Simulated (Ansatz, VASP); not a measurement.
# Zr in VASP and in Ansatz

```
Zr
1.0
     5.05550    0.00000    0.00000
    -2.52775    4.37819    0.00000
     0.00000    0.00000    3.15888
Zr
3
Direct
  0.00000 0.00000 0.00000
  0.33333 0.66667 0.50000
  0.66667 0.33333 0.50000
```

Alike in both runs: task single point; functional LDA; k mesh 8 × 8 × 12; occupations fermi-dirac, width 0.1 eV; no spin polarisation.

|  | VASP | Ansatz |
| --- | --- | --- |
| version | VASP 6.6.1 | Ansatz 0.2.0 |
| potentials or method | VASP PAW LDA potentials, release 64 (Zr_sv), cutoff 520 eV | plane waves (420 eV) with PAW, scalar-relativistic |
| valence electrons in the cell | 36 | 36 |

|  | VASP | Ansatz | Ansatz less VASP |
| --- | --- | --- | --- |
| pressure (GPa) | -7.1 | -7.2 | -0.09 |
| traceless stress, the component that is largest in VASP (GPa) | -0.06 | -0.05 | +0.015 |

Ansatz warns that its potentials were made for another functional, while VASP's fit it. LDA's correlation is that of Perdew and Zunger in VASP and of Perdew and Wang (1992) in Ansatz.
